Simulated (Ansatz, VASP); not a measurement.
# One calculation of C, two programs

File INCAR:

```
SYSTEM = C
PREC = Accurate ; ENCUT = 520
EDIFF = 1E-7 ; ISMEAR = -1
SIGMA = 0.05 ; LREAL = .False.
LASPH = .True. ; NELM = 80
ALGO = Normal ; ISIF = 2
LWAVE = .False. ; LCHARG = .True.
GGA = PE ; LELF = .True.
LVHAR = .True. ; NBANDS = 11
```

Contents of KPOINTS:

```
regular mesh
0
Gamma
  13 13 13
  0 0 0
```

File POSCAR:

```
C
1.0
    0.0000000000      1.7496388882      1.7496388882
    1.7496388882      0.0000000000      1.7496388882
    1.7496388882      1.7496388882      0.0000000000
C
2
Direct
    0.0000000000      0.0000000000      0.0000000000
    0.2500000000      0.2500000000      0.2500000000
```

Input for Ansatz:

```yaml
crystal:
  lattice:
    - [0.0, 1.7496388882, 1.7496388882]
    - [1.7496388882, 0.0, 1.7496388882]
    - [1.7496388882, 1.7496388882, 0.0]
  atoms:
    - { symbol: C, position: [0.0, 0.0, 0.0] }
    - { symbol: C, position: [0.25, 0.25, 0.25] }
kpoints:
  mp_grid: { grid: [13, 13, 13] }
scf:
  occupations: { method: fermi_dirac, width: 0.05 }
hamiltonian:
  xc: pbe
  pseudopotentials: { kind: all_electron, lapw: { basis_error: 0.0005 } }
output:
  forces: true
  stress: true
  eigenvalues: true
```

Change from the starting cell: volume scaled by 0.9405.

Alike in both runs: task single point; functional PBE; k mesh 13 × 13 × 13; occupations fermi-dirac, width 0.05 eV; no spin polarisation.

```csv
,VASP,Ansatz
version,VASP 6.6.1,Ansatz 0.2.0
potentials or method,"VASP PAW PBE potentials, release 64 (C), cutoff 520 eV","all-electron LAPW, scalar-relativistic"
```

|  | VASP | Ansatz | Ansatz less VASP |
| --- | --- | --- | --- |
| gap on the k mesh at the Fermi level (eV) | 4.27 | 4.28 | +0.009 |
| pressure (GPa) | 30.7 | 29.8 | -0.91 |

Both programs put the cell under a high pressure, so it lies far from rest at this level. Ansatz ran all-electron here, and VASP with PAW potentials.
